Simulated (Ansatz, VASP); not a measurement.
## Two plane-wave programs on Al2Au

```xyz
3
Lattice="0.0000 3.1227 3.1227 2.7627 0.3600 2.7627 3.1227 3.1227 0.0000" Properties=species:S:1:pos:R:3 pbc="T T T"
Al    1.5079    1.6148    1.5079
Al    4.3775    4.9905    4.3775
Au    0.0000    0.0000    0.0000
```

Alike in both runs: task single point; functional PBE; k mesh 12 × 12 × 12; occupations gaussian, width 0.1 eV; no spin polarisation.

|  | VASP | Ansatz |
| --- | --- | --- |
| version | VASP 6.6.1 | Ansatz 0.2.0 |
| potentials or method | VASP PAW PBE potentials, release 64 (Al, Au), cutoff 520 eV | scalar-relativistic, plane waves, PAW |
| valence electrons in the cell | 17 | 25 |

|  | VASP | Ansatz | Ansatz less VASP |
| --- | --- | --- | --- |
| gap on the k mesh at the Fermi level (eV) | none | none | - |
| pressure (GPa) | 25.2 | 25.5 | +0.32 |
| traceless stress, the component that is largest in VASP (GPa) | -26.01 | -26.07 | -0.064 |
| rms of the force components (eV/Å) | 2.213 | 2.221 | +0.0077 |

Atom by atom the forces differ by 0.008 eV/Å (rms over components). A gap of «none» marks a metal or a gap that the smearing closes. The functional is the same, so the differences come from potentials, cutoffs and numerics. VASP's potentials hold 17 valence electrons a cell and Ansatz's 25, so a difference there can come from the potentials and not from the codes.

Neither program's run includes spin-orbit coupling.
